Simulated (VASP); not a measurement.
CaMg3, 4 atoms in the cell. The structure is cubic, space group Pm-3m (No. 221). The conventional cell has a = 4.754 Å, b = 4.754 Å, c = 4.754 Å, α = 90.00°, β = 90.00°, γ = 90.00°. Ca (site symmetry m-3m) has 12 Mg at 3.36 Å within 4.4 Å. Mg (site symmetry 4/mmm) has 4 Ca at 3.36 Å and 8 Mg at 3.36 Å within 4.4 Å. 

```yaml
Program: VASP 6.6.1
Task: single point
Functional: r2SCAN
Potentials_or_basis: VASP PAW PBE potentials, release 64 (Ca_sv, Mg)
Cutoff: 520 eV
k_mesh: 8 × 8 × 8
Occupations: gaussian, width 0.1 eV
Spin: no spin polarisation
Dipole_correction: no
Further_INCAR_settings: ALGO = Normal; EDIFF = 1e-06; NBANDS = 16
```

Potentials or basis: VASP PAW PBE potentials, release 64 (Ca_sv, Mg).

Run with:

```sh
$ cat potpaw_PBE.64/Ca_sv/POTCAR potpaw_PBE.64/Mg/POTCAR > POTCAR
$ cp INCAR.step1 INCAR
$ mpirun -np 1 vasp_std > vasp.out
$ cp INCAR.step2 INCAR
$ mpirun -np 1 vasp_std > vasp.out
```

Hardware: 1 thread of Intel Xeon 8259CL (shared host).

How long does it take, and how much memory?

Run time: 3.3 min on 1 thread of Intel Xeon 8259CL, on a shared host, peak memory 0.25 GiB. Counts: k points 35.
